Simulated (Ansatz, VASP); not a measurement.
# Pd in VASP and in Ansatz

File POSCAR:

```
Pd
1.0
    0.0000000000      1.9395000000      1.9395000000
    1.9395000000      0.0000000000      1.9395000000
    1.9395000000      1.9395000000      0.0000000000
Pd
1
Direct
    0.0000000000      0.0000000000      0.0000000000
```

File INCAR.step1:

```
PREC = Accurate
ENCUT = 550
ISMEAR = -1
SIGMA = 0.1
LREAL = False
LASPH = True
NELM = 120
NBANDS = 11
GGA = PE
ALGO = Normal
EDIFF = 1E-5
LWAVE = True
LCHARG = False
GGA_COMPAT = False
```

Contents of INCAR.step2:

```
PREC = Accurate
ENCUT = 550
EDIFF = 1E-6
ISMEAR = -1
SIGMA = 0.1
LREAL = False
LASPH = True
NELM = 120
ALGO = Normal
ISIF = 2
LWAVE = False
LCHARG = False
METAGGA = R2SCAN
LMIXTAU = True
NBANDS = 11
ISTART = 1
GGA_COMPAT = False
```

KPOINTS

```
regular mesh
0
Gamma
  13 13 13
```

Input for Ansatz:

```yaml
crystal:
  lattice:
    - [0.0, 1.9395, 1.9395]
    - [1.9395, 0.0, 1.9395]
    - [1.9395, 1.9395, 0.0]
  atoms:
    - { symbol: Pd, position: [0.0, 0.0, 0.0] }
hamiltonian:
  xc: r2scan
  pseudopotentials: { kind: paw }
basis:
  ecutwfc: 500
kpoints:
  mp_grid: { grid: [13, 13, 13] }
scf:
  occupations: { method: fermi_dirac, width: 0.1 }
  lower_state_search: "off"
output:
  forces: true
  stress: true
  write_density: true
  write_potential: true
  elf: true
  volumetric_format: npy
```

Alike in both runs: task single point; functional r2SCAN; k mesh 13 × 13 × 13; occupations fermi-dirac, width 0.1 eV; no spin polarisation.

|  | VASP | Ansatz |
| --- | --- | --- |
| version | VASP 6.6.1 | Ansatz 0.2.0 |
| potentials or method | VASP PAW PBE potentials, release 64 (Pd), cutoff 550 eV | PAW, plane waves, scalar-relativistic |
| valence electrons in the cell | 10 | 18 |

```csv
,VASP,Ansatz,Ansatz less VASP
pressure (GPa),5.5,4.7,-0.77
```

VASP's potentials were made for PBE, not for r2SCAN. VASP's potentials hold 10 valence electrons a cell and Ansatz's 18, so a difference there can come from the potentials and not from the codes.
